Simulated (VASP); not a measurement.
Input of a VASP 6.6.1 run:

File INCAR:

```
ALGO     = Normal         # electronic algorithm
EDIFF    = 1E-6           # SCF threshold, eV
ENCUT    = 500            # plane-wave cutoff, eV
GGA      = PE             # functional
GGA_COMPAT= False        
ISIF     = 2              # what is computed and relaxed
ISMEAR   = 0              # smearing method
LASPH    = True           # aspherical terms in the spheres
LCHARG   = False          # write CHGCAR
LREAL    = False          # projectors in reciprocal space
LWAVE    = False          # write WAVECAR
NBANDS   = 15             # bands
NELM     = 120            # most SCF steps
PREC     = Accurate       # precision mode
SIGMA    = 0.1            # smearing width, eV
```

KPOINTS

```
k-points
0
Gamma
  4 4 4
```

Contents of POSCAR:

```
RbCl
1.0
    0.0000000000      3.3087072400      3.3087072400
    3.3087072400      0.0000000000      3.3087072400
    3.3087072400      3.3087072400      0.0000000000
Rb Cl
1 1
Direct
    0.0000000000      0.0000000000      0.0000000000
    0.5000000000      0.5000000000      0.5000000000
```

Potentials or basis: VASP PAW PBE potentials, release 64 (Rb_sv, Cl).

Run with:

```console
$ cat potpaw_PBE.64/Rb_sv/POTCAR potpaw_PBE.64/Cl/POTCAR > POTCAR
$ mpirun -np 1 vasp_std > vasp.out
```

(1) Estimate the band gap on the k mesh.

(2) Predict the pressure.

## Answers

(1) 4.95 eV, direct.

(2) 0.6 GPa.
